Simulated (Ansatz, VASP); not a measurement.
## Two plane-wave programs on Zr3Si2F

```xyz
6
Lattice="2.5473 1.4707 4.1717 -2.5473 1.4707 4.1717 0.0000 -2.9414 4.1717" Properties=species:S:1:pos:R:3 pbc="T T T"
Zr    1.2737   -0.7353    4.1717
Zr   -1.2737   -0.7353    4.1717
Zr    0.0000    1.4707    4.1717
Si    0.0000    0.0000    1.5520
Si    0.0000    0.0000   10.9630
F     0.0000    0.0000    6.2575
```

Change from the starting cell: species swapped into the Er2Al3Ga type (R-3m, No. 166).

Alike in both runs: task single point; functional PBE; k mesh 6 × 6 × 6; occupations gaussian, width 0.1 eV; no spin polarisation.

```csv
,VASP,Ansatz
version,VASP 6.6.1,Ansatz 0.2.0
potentials or method,"VASP PAW PBE potentials, release 64 (Zr_sv, Si, F), cutoff 520 eV","scalar-relativistic, plane waves, PAW"
valence electrons in the cell,51,51
```

|  | VASP | Ansatz | Ansatz less VASP |
| --- | --- | --- | --- |
| gap on the k mesh at the Fermi level (eV) | none | none | - |
| pressure (GPa) | 20.1 | 20.0 | -0.15 |
| traceless stress, the component that is largest in VASP (GPa) | -27.04 | -26.88 | +0.160 |
| rms of the force components (eV/Å) | 0.186 | 0.186 | +0.0006 |

Atom by atom the forces differ by 0.001 eV/Å (rms over components). A gap of «none» marks a metal or a gap that the smearing closes.
